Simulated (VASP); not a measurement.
Wanted: the native input for a VASP 6.6.1 run.

| Quantity | Value |
| --- | --- |
| Task | single point |
| Functional | PBE |
| Potentials or basis | VASP PAW PBE potentials, release 64 (In_d, Ga_d, As) |
| Cutoff | 520 eV |
| k mesh | 4 × 4 × 1 |
| Occupations | gaussian, width 0.1 eV |
| Spin | no spin polarisation |
| Dipole correction | no |
| Further INCAR settings | ALGO = Normal; EDIFF = 1e-07; NBANDS = 66 |

The structure of InGa5As6 lies in POSCAR:

```
InGa5As6
1.0
    4.1097933000      0.0000000000      0.0000000000
    0.0000000000      4.1097933000      0.0000000000
    0.0000000000      0.0000000000     17.5117382000
In Ga As
1 5 6
Direct
    0.5000000000      0.5000000000      0.5000000000
    0.0000000000      0.0000000000      0.0000000000
    0.5000000000      0.5000000000      0.1624480000
    0.0000000000      0.0000000000      0.3249870000
    0.0000000000      0.0000000000      0.6750130000
    0.5000000000      0.5000000000      0.8375520000
    0.5000000000      0.0000000000      0.2436620000
    0.0000000000      0.5000000000      0.4055600000
    0.5000000000      0.0000000000      0.5944400000
    0.0000000000      0.5000000000      0.7563380000
    0.5000000000      0.0000000000      0.9187870000
    0.0000000000      0.5000000000      0.0812130000
```

These files were run (other wordings do the same):

INCAR

```
SYSTEM = InGa5As6
PREC = Accurate ; ENCUT = 520
EDIFF = 1E-7 ; ISMEAR = 0
SIGMA = 0.1 ; LREAL = .FALSE.
LASPH = .TRUE. ; NELM = 100
ALGO = Normal ; ISIF = 2
LWAVE = .FALSE. ; LCHARG = .FALSE.
GGA = PE ; NBANDS = 66
```

KPOINTS

```
Automatic mesh
0
G
  4 4 1
  0 0 0
```

Potentials or basis: VASP PAW PBE potentials, release 64 (In_d, Ga_d, As).

The run is started by

```sh
$ cat potpaw_PBE.64/In_d/POTCAR potpaw_PBE.64/Ga_d/POTCAR potpaw_PBE.64/As/POTCAR > POTCAR
$ mpirun -np 1 vasp_std > vasp.out
```

Results of the run:

* Pressure: 0.5 GPa
* Largest force: 0.028 eV/Å
* Band gap on the k mesh: zero (filled and empty bands touch)

Caveat: the k points lie up to 0.38 Å⁻¹ apart; semilocal functionals underestimate gaps, so a narrow gap can read as zero; spin-orbit coupling is left out, which moves the levels of the heavy elements.

It took 6.2 min on 1 thread of Intel Xeon 8259CL (shared host), peak memory 0.42 GiB.
